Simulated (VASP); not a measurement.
# SiNi (Pmmn) in VASP: further runs, part 2 of 2

VASP 6.6.1. Earlier steps stand in the parts before.

### 4 Single point, PBE

Contents of INCAR:

```
ALGO     = Normal         # electronic algorithm
EDIFF    = 1E-7           # SCF threshold, eV
ENCUT    = 520            # plane-wave cutoff, eV
GGA      = PE             # functional
ISIF     = 2              # what is computed and relaxed
ISMEAR   = 0              # smearing method
LASPH    = T              # aspherical terms in the spheres
LCHARG   = F              # write CHGCAR
LREAL    = F              # projectors in reciprocal space
LWAVE    = F              # write WAVECAR
NBANDS   = 22             # bands
NELM     = 80             # most SCF steps
PREC     = Accurate       # precision mode
SIGMA    = 0.1            # smearing width, eV
```

Contents of KPOINTS:

```
k-points
0
Gamma
  8 8 6
```

Contents of POSCAR:

```
SiNi
1.0
    3.0266200000      0.0000000000      0.0000000000
    0.0000000000      3.2735000000      0.0000000000
    0.0000000000      0.0000000000      4.6977600000
Si Ni
2 2
Direct
    0.5000000000      0.5000000000      0.8423000000
    0.0000000000      0.0000000000      0.1577000000
    0.5000000000      0.5000000000      0.3442200000
    0.0000000000      0.0000000000      0.6557800000
```

Potentials or basis: VASP PAW PBE potentials, release 64 (Si, Ni).

Launch:

```
> cat potpaw_PBE.64/Si/POTCAR potpaw_PBE.64/Ni/POTCAR > POTCAR
> mpirun -np 1 vasp_std > vasp.out
```

OUTCAR:

```text
EDIFF = 1E-7
   ENCUT = 520
   GGA = PE
   ISIF = 2
   ISMEAR = 0
   LASPH = T
   LREAL = F
   NELM = 80
   PREC = Accurate

 ion  position               nearest neighbor table
   1  0.500  0.500  0.842-   3 2.34   3 2.36   4 2.40   4 2.40   4 2.40   4 2.40   2 2.68   2 2.68
                             2 2.68   2 2.68
   2  0.000  0.000  0.158-   4 2.34   4 2.36   3 2.40   3 2.40   3 2.40   3 2.40   1 2.68   1 2.68
                             1 2.68   1 2.68
   3  0.500  0.500  0.344-   1 2.34   1 2.36   2 2.40   2 2.40   2 2.40   2 2.40   4 2.67   4 2.67
                             4 2.67   4 2.67
   4  0.000  0.000  0.656-   2 2.34   2 2.36   1 2.40   1 2.40   1 2.40   1 2.40   3 2.67   3 2.67
                             3 2.67   3 2.67

  LATTYP: Found a simple orthorhombic cell.
 ALAT       =     3.0266200000
 B/A-ratio  =     1.0815695396
 C/A-ratio  =     1.5521472798

  Lattice vectors:

 A1 = (   3.0266200000,   0.0000000000,   0.0000000000)
 A2 = (   0.0000000000,   3.2735000000,   0.0000000000)
 A3 = (   0.0000000000,   0.0000000000,   4.6977600000)

Analysis of symmetry for initial positions (statically):
[... 177 lines left out ...]

  energy without entropy =      -23.59815776  energy(sigma->0) =      -23.60164204

 E-fermi :  11.2730     XC(G=0): -12.4565

 val. band max:       11.2401752889   @ k =   0.1250   0.0000   0.3333
 cond. band min:      11.2859828623   @ k =   0.5000   0.3750   0.3333
 fundamental gap:      0.0458075733
 Fermi energy:        11.2730274638

 k-point     1 :       0.0000    0.0000    0.0000
  band No.  band energies     occupation
      1      -2.5512      2.00000
      2       3.1796      2.00000
      3       4.8334      2.00000
      4       7.1447      2.00000
      5       7.7513      2.00000
      6       8.2887      2.00000
[... 589 lines left out ...]
     21      16.8392      0.00000
     22      16.8392      0.00000

 [... further k-points ...]

------------------------ aborting loop because EDIFF is reached ----------------------------------------

  FORCE on cell =-STRESS in cart. coord.  units (eV):
  Direction    XX          YY          ZZ          XY          YZ          ZX
  --------------------------------------------------------------------------------------
  -------------------------------------------------------------------------------------
  Total        0.1473255      0.6430550      0.2688005      0.0000000      0.0000000      0.0000000
  in kB        5.0713954     22.1359228      9.2529353      0.0000000      0.0000000      0.0000000
  external PRESSURE =      12.1534178 kB  Pullay stress =       0.0000000 kB

 VOLUME and BASIS-vectors are now :
 -----------------------------------------------------------------------------
  energy-cutoff  :      520.00
  volume of cell :       46.54
      direct lattice vectors                 reciprocal lattice vectors
     3.026620000  0.000000000  0.000000000     0.330401570  0.000000000  0.000000000
     0.000000000  3.273500000  0.000000000     0.000000000  0.305483428  0.000000000
     0.000000000  0.000000000  4.697760000     0.000000000  0.000000000  0.212867409

 POSITION                                       TOTAL-FORCE (eV/Angst)
 -----------------------------------------------------------------------------------
      1.51331      1.63675      3.95692         0.000000      0.000000      0.164863
      0.00000      0.00000      0.74084         0.000000      0.000000     -0.164863
      1.51331      1.63675      1.61706         0.000000      0.000000     -0.103082
      0.00000      0.00000      3.08070         0.000000      0.000000      0.103082
 -----------------------------------------------------------------------------------
    total drift:                                0.000000      0.000000      0.000000

  FREE ENERGIE OF THE ION-ELECTRON SYSTEM (eV)
  ---------------------------------------------------
  free  energy   TOTEN  =       -23.6051263237 eV

  energy  without entropy=      -23.5981577600  energy(sigma->0) =      -23.60164204
```

Run time: 2.3 min. Hardware: 1 thread of Intel Xeon 8259CL, shared host; peak memory 0.19 GiB.

Results:

| Item | Value |
| --- | --- |
| Free energy | -23.6051 eV |
| Pressure | 1.2 GPa |
| Largest force | 0.165 eV/Å |
| Band gap on the k mesh | zero (bands 14 and 15 overlap by 2.33 eV) |

Forces in eV/Å, atoms in the order of the input:
```
Si   0.000  0.000  0.165
Si   0.000  0.000 -0.165
Ni   0.000  0.000 -0.103
Ni   0.000  0.000  0.103
```

Stress tensor (GPa, compression positive):
```
0.51 0.00 0.00
0.00 2.21 0.00
0.00 0.00 0.93
```

Levels at points of the mesh, in eV from the Fermi level:
```tsv
k point	band 12	band 13	band 14	band 15	band 16	band 17
(0.00, 0.00, 0.00)	-1.96	-1.95	-1.07	0.76	2.95	5.09
(0.50, 0.00, 0.00)	-2.47	-1.65	-1.65	1.65	1.65	3.50
(0.00, 0.50, 0.00)	-2.23	-2.06	-2.06	1.23	1.23	4.57
(0.50, 0.50, 0.00)	-1.98	-1.64	-1.64	1.48	1.48	2.00
(0.00, 0.00, 0.50)	-2.01	1.26	1.92	2.21	2.52	2.58
(0.50, 0.00, 0.50)	-2.13	-1.48	-1.48	3.76	3.76	5.30
(0.00, 0.50, 0.50)	-1.99	-1.92	-1.92	4.98	4.98	5.27
(0.50, 0.50, 0.50)	-2.00	-1.59	-1.59	-0.38	-0.38	0.94
```

### 5 Single point, PBE

Contents of INCAR:

```
SYSTEM = SiNi
  PREC = Accurate
  ENCUT = 520
  EDIFF = 1E-7
  ISMEAR = 0
  SIGMA = 0.1
  LREAL = .False.
  LASPH = .True.
  NELM = 60
  ALGO = Normal
  ISIF = 2
  LWAVE = .False.
  LCHARG = .True.
  GGA = PE
  LELF = .True.
  LVHAR = .True.
  NBANDS = 22
```

Contents of KPOINTS:

```
regular mesh
0
Gamma
  12 10 8
  0 0 0
```

POSCAR is that of step 4.

Launch:

```
> cat potpaw_PBE.64/Si/POTCAR potpaw_PBE.64/Ni/POTCAR > POTCAR
> mpirun -np 1 vasp_std > vasp.out
```

It took 5.3 min on 1 thread of Intel Xeon 8259CL, shared host; peak memory 0.27 GiB.

The run converged. Its results:

| Property | Result |
| --- | --- |
| Free energy | -23.6099 eV |
| Pressure | 1.1 GPa |
| Largest force | 0.121 eV/Å |
| Band gap on the k mesh | zero (bands 14 and 15 overlap by 2.39 eV) |

Forces in eV/Å, atoms in the order of the input:
```
Si   0.000  0.000  0.101
Si   0.000  0.000 -0.101
Ni   0.000  0.000 -0.121
Ni   0.000  0.000  0.121
```

Stress tensor (GPa, compression positive):
```
0.24 0.00 0.00
0.00 1.25 0.00
0.00 0.00 1.85
```

Levels at points of the mesh, in eV from the Fermi level:
```
           k point  band 11  band 12  band 13  band 14  band 15  band 16  band 17  band 18
(0.00, 0.00, 0.00)    -2.30    -1.94    -1.92    -1.05     0.78     2.96     5.10     5.36
(0.50, 0.00, 0.00)    -2.45    -2.45    -1.63    -1.63     1.67     1.67     3.52     3.52
(0.00, 0.50, 0.00)    -2.20    -2.20    -2.04    -2.04     1.25     1.25     4.59     4.59
(0.50, 0.50, 0.00)    -1.96    -1.96    -1.62    -1.62     1.50     1.50     2.02     2.02
(0.00, 0.00, 0.50)    -2.64    -1.98     1.28     1.94     2.23     2.54     2.59     3.63
(0.50, 0.00, 0.50)    -2.11    -2.11    -1.45    -1.45     3.78     3.78     5.32     5.32
(0.00, 0.50, 0.50)    -1.97    -1.97    -1.90    -1.90     5.00     5.00     5.29     5.29
(0.50, 0.50, 0.50)    -1.98    -1.98    -1.56    -1.56    -0.36    -0.36     0.96     0.96
```

### 6 Single point, PBE

Contents of INCAR:

```
SYSTEM = SiNi
ALGO = Normal
EDIFF = 1E-6
ENCUT = 520
GGA = PE
ISIF = 2
ISMEAR = 0
LASPH = .True.
LCHARG = .False.
LREAL = .False.
LWAVE = .False.
NBANDS = 22
NELM = 80
PREC = Accurate
SIGMA = 0.1
```

Contents of KPOINTS:

```
k-points
0
Gamma
  14 12 8
  0 0 0
```

POSCAR is that of step 5.

Potentials or basis: VASP PAW PBE potentials, release 64 (Si, Ni).

Launch:

```
> cat potpaw_PBE.64/Si/POTCAR potpaw_PBE.64/Ni/POTCAR > POTCAR
> mpirun -np 1 vasp_std > vasp.out
```

Run time: 5.4 min. Hardware: 1 thread of Intel Xeon 8259CL, shared host; peak memory 0.32 GiB.

Results (log left out):

```
Free energy            : -23.6116 eV
Pressure               : 1.2 GPa
Largest force          : 0.115 eV/Å
Band gap on the k mesh : zero (bands 14 and 15 overlap by 2.39 eV)
```

Forces in eV/Å, atoms in the order of the input:
```
Si   0.000  0.000  0.102
Si   0.000  0.000 -0.102
Ni   0.000  0.000 -0.115
Ni   0.000  0.000  0.115
```

Stress tensor (GPa, compression positive):
```
0.79 0.00 0.00
0.00 0.98 0.00
0.00 0.00 1.80
```

Levels at points of the mesh, in eV from the Fermi level:
| k point | band 11 | band 12 | band 13 | band 14 | band 15 | band 16 | band 17 | band 18 |
| --- | --- | --- | --- | --- | --- | --- | --- | --- |
| (0.00, 0.00, 0.00) | -2.27 | -1.91 | -1.90 | -1.03 | 0.80 | 2.99 | 5.13 | 5.38 |
| (0.50, 0.00, 0.00) | -2.43 | -2.43 | -1.60 | -1.60 | 1.69 | 1.69 | 3.54 | 3.54 |
| (0.00, 0.50, 0.00) | -2.18 | -2.18 | -2.02 | -2.02 | 1.28 | 1.28 | 4.61 | 4.61 |
| (0.50, 0.50, 0.00) | -1.94 | -1.94 | -1.59 | -1.59 | 1.53 | 1.53 | 2.05 | 2.05 |
| (0.00, 0.00, 0.50) | -2.62 | -1.96 | 1.30 | 1.97 | 2.26 | 2.56 | 2.61 | 3.66 |
| (0.50, 0.00, 0.50) | -2.08 | -2.08 | -1.42 | -1.42 | 3.80 | 3.80 | 5.35 | 5.35 |
| (0.00, 0.50, 0.50) | -1.94 | -1.94 | -1.87 | -1.87 | 5.02 | 5.02 | 5.32 | 5.32 |
| (0.50, 0.50, 0.50) | -1.96 | -1.96 | -1.54 | -1.54 | -0.34 | -0.34 | 0.99 | 0.99 |

Spin polarisation is off, so any magnetic state and its effect on volume and gap are missing.

### 7 Summary

| k mesh | gap on the mesh (eV) | pressure (GPa) | largest force (eV/Å) |
| --- | --- | --- | --- |
| 8 × 6 × 6 | none | 1.4 | 0.17 |
| 10 × 10 × 6 | none | 1.3 | 0.12 |
| 8 × 8 × 6 | none | 1.2 | 0.16 |
| 12 × 10 × 8 | none | 1.1 | 0.12 |
| 14 × 12 × 8 | none | 1.2 | 0.12 |

Alike in all rows: task single point; level PBE; potentials or basis VASP PAW PBE potentials, release 64 (Si, Ni); no spin polarisation; cell as given; cutoff (eV) 520; smearing gaussian 0.1 eV.

Absolute energies hang on the potentials; compare differences alone.
